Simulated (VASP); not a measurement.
# Rb (Cmcm) in VASP: single point with PBE+D3(BJ)

Aim: the single point of Rb with PBE+D3(BJ).

Program: VASP 6.6.1. These are calculated values, not measurements. Logs are shortened: lines on timing, memory, paths and dates and some standing lists are left out, and cuts for length are marked.

## (1) The cell of the first run

The structure is orthorhombic, space group Cmcm (No. 63). The conventional cell has a = 4.640 Å, b = 15.666 Å, c = 4.803 Å, α = 90.00°, β = 90.00°, γ = 90.00°.

## (2) Single point, PBE+D3(BJ)

The input, INCAR:

```
ALGO = Fast ; EDIFF = 1E-6
ENCUT = 520 ; GGA = PE
ISIF = 2 ; ISMEAR = 0
IVDW = 12 ; LASPH = True
LCHARG = False ; LREAL = False
LWAVE = False ; NBANDS = 26
NELM = 80 ; PREC = Accurate
SIGMA = 0.1
```

The input, KPOINTS:

```
k-points
0
Gamma
  8 10 4
```

The input, POSCAR:

```
Rb
1.0
    4.8030710305      0.0000000000      0.0000000000
    0.0000000000      4.6398862717      0.0000000000
    0.0000000000      0.0000000000     15.6661129174
Rb
4
Direct
    0.2500102592      0.2500000000      0.8805892719
    0.2499897408      0.7500000000      0.3805892719
    0.7500102592      0.2500000000      0.6194107281
    0.7499897408      0.7500000000      0.1194107281
```

Potentials or basis: VASP PAW PBE potentials, release 64 (Rb_sv).

On the command line:

```console
> cat potpaw_PBE.64/Rb_sv/POTCAR > POTCAR
> mpirun -np 1 vasp_std > vasp.out
```

OUTCAR:

```text
EDIFF = 1E-6
   ENCUT = 520
   GGA = PE
   ISIF = 2
   ISMEAR = 0
   IVDW = 12
   LASPH = True
   LREAL = False
   NELM = 80
   PREC = Accurate
 IVDW          = 12

 ion  position               nearest neighbor table
   1  0.250  0.250  0.881-   3 4.74   3 4.74   4 5.01   4 5.01   4 5.01   4 5.01
   2  0.250  0.750  0.381-   4 4.74   4 4.74   3 5.01   3 5.01   3 5.01   3 5.01
   3  0.750  0.250  0.619-   1 4.74   1 4.74   2 5.01   2 5.01   2 5.01   2 5.01
   4  0.750  0.750  0.119-   2 4.74   2 4.74   1 5.01   1 5.01   1 5.01   1 5.01

  LATTYP: Found a simple orthorhombic cell.
 ALAT       =     4.6398862717
 B/A-ratio  =     1.0351699911
 C/A-ratio  =     3.3764001960

  Lattice vectors:

 A1 = (   0.0000000000,  -4.6398862717,   0.0000000000)
 A2 = (   4.8030710305,   0.0000000000,   0.0000000000)
 A3 = (   0.0000000000,   0.0000000000,  15.6661129174)

Analysis of symmetry for initial positions (statically):
=====================================================================
 Subroutine PRICEL returns:
 Original cell was already a primitive cell.

 Routine SETGRP: Setting up the symmetry group for a
 simple orthorhombic supercell.

 Subroutine GETGRP returns: Found  8 space group operations
 (whereof  2 operations were pure point group operations)
 out of a pool of  8 trial point group operations.

The static configuration has the point symmetry S_2 .
 The point group associated with its full space group is D_2h.

Analysis of symmetry for dynamics (positions and initial velocities):
=====================================================================
 Subroutine PRICEL returns:
 Original cell was already a primitive cell.

 Routine SETGRP: Setting up the symmetry group for a
 simple orthorhombic supercell.

 Subroutine GETGRP returns: Found  8 space group operations
 (whereof  2 operations were pure point group operations)
 out of a pool of  8 trial point group operations.

The dynamic configuration has the point symmetry S_2 .
 The point group associated with its full space group is D_2h.

 Subroutine INISYM returns: Found  8 space group operations
 (whereof  2 operations are pure point group operations),
 and found     1 'primitive' translations

----------------------------------------------------------------------------------------

                                     Primitive cell

  volume of cell :     349.1303

  direct lattice vectors                    reciprocal lattice vectors
     4.803071030  0.000000000  0.000000000     0.208200127  0.000000000  0.000000000
     0.000000000  4.639886272  0.000000000     0.000000000  0.215522524  0.000000000
     0.000000000  0.000000000 15.666112917     0.000000000  0.000000000  0.063832043

  length of vectors
     4.803071030  4.639886272 15.666112917     0.208200127  0.215522524  0.063832043

  position of ions in fractional coordinates (direct lattice)
     0.250010259  0.250000000  0.880589272
     0.249989741  0.750000000  0.380589272
     0.750010259  0.250000000  0.619410728
     0.749989741  0.750000000  0.119410728

  ion indices of the primitive-cell ions
   primitive index   ion index
                 1           1
                 2           2
                 3           3
                 4           4

----------------------------------------------------------------------------------------

 KPOINTS: k-points

Automatic generation of k-mesh.
 Grid dimensions read from file:
 generate k-points for:    8   10    4

 Generating k-lattice:

  Cartesian coordinates                     Fractional coordinates (reciprocal lattice)
     0.026025016  0.000000000  0.000000000     0.125000000  0.000000000  0.000000000
     0.000000000  0.021552252  0.000000000     0.000000000  0.100000000  0.000000000
     0.000000000  0.000000000  0.015958011     0.000000000  0.000000000  0.250000000

  Length of vectors
     0.026025016  0.021552252  0.015958011

  Shift w.r.t. Gamma in fractional coordinates (k-lattice)
     0.000000000  0.000000000  0.000000000

 Subroutine IBZKPT returns following result:
 ===========================================

 Found     90 irreducible k-points:

 Following reciprocal coordinates:
            Coordinates               Weight
  0.000000  0.000000  0.000000      1.000000
  0.125000  0.000000  0.000000      2.000000
  0.250000  0.000000  0.000000      2.000000
  0.375000  0.000000  0.000000      2.000000
  0.500000  0.000000  0.000000      1.000000
  0.000000  0.100000  0.000000      2.000000
[... 16 lines left out ...]
  0.250000  0.400000  0.000000      4.000000
  0.375000  0.400000  0.000000      4.000000
 [... further k-points ...]
   k-points           NKPTS =     90   k-points in BZ     NKDIM =     90   number of bands    NBANDS=     26
   number of dos      NEDOS =    301   number of ions     NIONS =      4
   total plane-waves  NPLWV = 155520
   dimension x,y,z NGX =    36 NGY =   36 NGZ =  120
   dimension x,y,z NGXF=    72 NGYF=   72 NGZF=  240
   ions per type =               4
   NGX,Y,Z   is equivalent  to a cutoff of  12.46, 12.90, 12.73 a.u.
   NGXF,Y,Z  is equivalent  to a cutoff of  24.92, 25.80, 25.47 a.u.
 SYSTEM =  unknown system
   PREC   = accura    normal or accurate (medium, high low for compatibility)
   ISTART =      0    job   : 0-new  1-cont  2-samecut
   ICHARG =      2    charge: 1-file 2-atom 10-const
   ISPIN  =      1    spin polarized calculation?
   LNONCOLLINEAR =      F non collinear calculations
   LSORBIT =      F    spin-orbit coupling
   LASPH  =      T    aspherical Exc in radial PAW
   ENCUT  =  520.0 eV  38.22 Ry    6.18 a.u.   8.93  8.63 29.13*2*pi/ulx,y,z
   NELM   =     80;   NELMIN=  2; NELMDL= -5     # of ELM steps
   EDIFF  = 0.1E-05   stopping-criterion for ELM
   LREAL  =      F    real-space projection
   EDIFFG = 0.1E-04   stopping-criterion for IOM
   NSW    =      0    number of steps for IOM
   IBRION =     -1    ionic relax: 0-MD 1-quasi-New 2-CG
   NFREE  =      0    steps in history (QN), initial steepest desc. (CG)
   ISIF   =      2    stress and relaxation
   ISYM   =      2    0-nonsym 1-usesym 2-fastsym
   POTIM  = 0.5000    time-step for ionic-motion
   TEBEG  =    0.0;   TEEND  =   0.0 temperature during run
   PSTRESS=    0.0 pullay stress
   NELECT =      36.0000    total number of electrons
   NUPDOWN=      -1.0000    fix difference up-down
   EMIN   =  10.00;   EMAX   =-10.00  energy-range for DOS
   EFERMI =   0.00;   METHOD = LEGACY
   ISMEAR =     0;   SIGMA  =   0.10  broadening in eV -4-tet -1-fermi 0-gaus
   EFERMI_NEDOS =   21; number of points for ismear=-14 and -15
   IALGO  =     68    algorithm
   IMIX   =      4    mixing-type and parameters
     AMIX     =   0.40;   BMIX     =  1.00
     AMIX_MAG =   1.60;   BMIX_MAG =  1.00
  volume/ion in A,a.u.               =      87.28       589.01
  Fermi-wavevector in a.u.,A,eV,Ry     =   0.767679  1.450703  8.018341  0.589331
  Thomas-Fermi vector in A             =   1.868288
   LORBIT       =      0    0 simple, 1 ext, 2 COOP (PROOUT), +10 PAW based schemes
   GGA     = PE    functional components
   LHFCALC =     F    Hartree Fock is set to
   AEXX    =    0.0000 exact exchange contribution
   IVDW    =    12    specifies the selected vdW correction
   LEPSILON=     F    determine dielectric tensor
   LRPA    =     F    only Hartree local field effects (RPA)
 non-spin polarized calculation
 RMM-DIIS sequential band-by-band and
 Gauss-broadening in eV      SIGMA  =   0.10
  energy-cutoff  :      520.00
  volume of cell :      349.13
 maximum number of plane-waves:      9444
 NGX is ok and might be reduce to    36
   NGX = 17   NGY = 17   NGZ = 59

 number of electron      36.0000000 magnetization

 Free energy of the ion-electron system (eV)
  ---------------------------------------------------
  ext. energy  EPLUGINS =         0.00000000
  ---------------------------------------------------
  free energy    TOTEN  =        -3.61837002 eV

  energy without entropy =       -3.59924857  energy(sigma->0) =       -3.60880930

 E-fermi :   0.1194     XC(G=0):  -5.5613

 val. band max:        0.1140978457   @ k =   0.1250   0.5000   0.2500
 cond. band min:       0.1198157390   @ k =   0.5000   0.1000   0.5000
 fundamental gap:      0.0057178933
 Fermi energy:         0.1193562614

 k-point     1 :       0.0000    0.0000    0.0000
  band No.  band energies     occupation
      1     -28.8083      2.00000
      2     -28.8055      2.00000
      3     -28.8052      2.00000
      4     -28.8024      2.00000
      5     -12.9615      2.00000
      6     -12.9077      2.00000
[... 18 lines left out ...]
     25       2.6922      0.00000
     26       2.9655      0.00000

 k-point     2 :       0.1250    0.0000    0.0000
  band No.  band energies     occupation
      1     -28.8077      2.00000
      2     -28.8051      2.00000
      3     -28.8048      2.00000
      4     -28.8023      2.00000
      5     -12.9556      2.00000
      6     -12.9122      2.00000
[... 18 lines left out ...]
     25       2.4921      0.00000
     26       3.0036      0.00000

 k-point     3 :       0.2500    0.0000    0.0000
  band No.  band energies     occupation
      1     -28.8061      2.00000
      2     -28.8042      2.00000
      3     -28.8040      2.00000
      4     -28.8020      2.00000
      5     -12.9395      2.00000
      6     -12.9302      2.00000
[... 18 lines left out ...]
     25       2.4619      0.00000
     26       2.7384      0.00000

 k-point     4 :       0.3750    0.0000    0.0000
  band No.  band energies     occupation
      1     -28.8043      2.00000
      2     -28.8032      2.00000
      3     -28.8031      2.00000
      4     -28.8020      2.00000
      5     -12.9540      2.00000
      6     -12.9527      2.00000
[... 18 lines left out ...]
     25       2.1298      0.00000
     26       2.7104      0.00000

 k-point     5 :       0.5000    0.0000    0.0000
  band No.  band energies     occupation
      1     -28.8028      2.00000
      2     -28.8028      2.00000
      3     -28.8028      2.00000
      4     -28.8028      2.00000
      5     -12.9644      2.00000
      6     -12.9644      2.00000
[... 18 lines left out ...]
     25       2.2327      0.00000
     26       2.2327      0.00000

 k-point     6 :       0.0000    0.1000    0.0000
  band No.  band energies     occupation
      1     -28.8078      2.00000
      2     -28.8052      2.00000
      3     -28.8048      2.00000
      4     -28.8021      2.00000
      5     -12.9592      2.00000
      6     -12.9088      2.00000
[... 427 lines left out ...]
 k-point    21 :       0.0000    0.4000    0.0000
  band No.  band energies     occupation
      1     -28.8036      2.00000
      2     -28.8027      2.00000
      3     -28.8006      2.00000
      4     -28.7997      2.00000
      5     -12.9627      2.00000
      6     -12.9618      2.00000
[... 18 lines left out ...]
     25       2.1306      0.00000
     26       2.6440      0.00000

 k-point    22 :       0.1250    0.4000    0.0000
  band No.  band energies     occupation
      1     -28.8031      2.00000
      2     -28.8023      2.00000
      3     -28.8003      2.00000
      4     -28.7995      2.00000
      5     -12.9596      2.00000
      6     -12.9583      2.00000
[... 18 lines left out ...]
     25       2.1791      0.00000
     26       2.7021      0.00000

 k-point    23 :       0.2500    0.4000    0.0000
  band No.  band energies     occupation
      1     -28.8017      2.00000
      2     -28.8011      2.00000
      3     -28.7996      2.00000
      4     -28.7990      2.00000
      5     -12.9517      2.00000
      6     -12.9502      2.00000
[... 18 lines left out ...]
     25       2.2070      0.00000
     26       2.5954      0.00000

 k-point    24 :       0.3750    0.4000    0.0000
  band No.  band energies     occupation
      1     -28.8002      2.00000
      2     -28.7999      2.00000
      3     -28.7991      2.00000
      4     -28.7987      2.00000
      5     -12.9465      2.00000
      6     -12.9452      2.00000
[... 18 lines left out ...]
     25       1.9594      0.00000
     26       2.0727      0.00000

 [... further k-points ...]

------------------------ aborting loop because EDIFF is reached ----------------------------------------

 Edisp (eV)   -0.41872

 E8    (eV) :    -0.2388

  FORCE on cell =-STRESS in cart. coord.  units (eV):
  Direction    XX          YY          ZZ          XY          YZ          ZX
  --------------------------------------------------------------------------------------
  -------------------------------------------------------------------------------------
  Total       0.05024     0.01342     0.05434     0.00000     0.00000     0.00000
  in kB       0.23055     0.06157     0.24938     0.00000     0.00000     0.00000
  external pressure =        0.18 kB  Pullay stress =        0.00 kB

 VOLUME and BASIS-vectors are now :
 -----------------------------------------------------------------------------
  energy-cutoff  :      520.00
  volume of cell :      349.13
      direct lattice vectors                 reciprocal lattice vectors
     4.803071030  0.000000000  0.000000000     0.208200127  0.000000000  0.000000000
     0.000000000  4.639886272  0.000000000     0.000000000  0.215522524  0.000000000
     0.000000000  0.000000000 15.666112917     0.000000000  0.000000000  0.063832043

 POSITION                                       TOTAL-FORCE (eV/Angst)
 -----------------------------------------------------------------------------------
      1.20082      1.15997     13.79541        -0.000018      0.000000      0.002143
      1.20072      3.47991      5.96235         0.000018      0.000000      0.002143
      3.60235      1.15997      9.70376        -0.000018      0.000000     -0.002143
      3.60225      3.47991      1.87070         0.000018     -0.000000     -0.002143
 -----------------------------------------------------------------------------------
    total drift:                               -0.000000      0.000000     -0.000000

  FREE ENERGIE OF THE ION-ELECTRON SYSTEM (eV)
  ---------------------------------------------------
  free  energy   TOTEN  =        -4.0370893335 eV

  energy  without entropy=       -4.0179678771  energy(sigma->0) =       -4.02752861
```

Run time: 22 min. Hardware: 1 thread of Intel Xeon 8259CL, shared host; peak memory 0.75 GiB.

Results:

- Free energy: -4.0371 eV
- Pressure: 0.0 GPa
- Band gap on the k mesh: zero (bands 18 and 19 overlap by 2.12 eV)
- Dispersion energy per atom: -0.105 eV

Forces in eV/Å, atoms in the order of the input:
```
Rb   0.000  0.000  0.002
Rb   0.000  0.000  0.002
Rb   0.000  0.000 -0.002
Rb   0.000  0.000 -0.002
```

Levels at points of the mesh, in eV from the Fermi level:
| k point | band 15 | band 16 | band 17 | band 18 | band 19 | band 20 | band 21 | band 22 |
| --- | --- | --- | --- | --- | --- | --- | --- | --- |
| (0.00, 0.00, 0.00) | -12.96 | -12.95 | -2.03 | -1.35 | -1.22 | 0.27 | 0.85 | 2.12 |
| (0.50, 0.00, 0.00) | -12.96 | -12.96 | -0.18 | -0.18 | 0.11 | 0.11 | 0.65 | 0.65 |
| (0.00, 0.50, 0.00) | -12.96 | -12.96 | -0.14 | -0.14 | 0.42 | 0.42 | 0.51 | 0.51 |
| (0.50, 0.50, 0.00) | -12.99 | -12.99 | 0.90 | 0.90 | 0.90 | 0.90 | 1.73 | 1.73 |
| (0.00, 0.00, 0.50) | -12.96 | -12.96 | -1.84 | -1.84 | -0.46 | -0.46 | 1.56 | 1.56 |
| (0.50, 0.00, 0.50) | -12.96 | -12.96 | -0.08 | -0.08 | -0.08 | -0.08 | 1.03 | 1.03 |
| (0.00, 0.50, 0.50) | -12.96 | -12.96 | -0.12 | -0.12 | 0.25 | 0.25 | 0.76 | 0.76 |
| (0.50, 0.50, 0.50) | -12.99 | -12.99 | 0.90 | 0.90 | 0.90 | 0.90 | 1.72 | 1.72 |
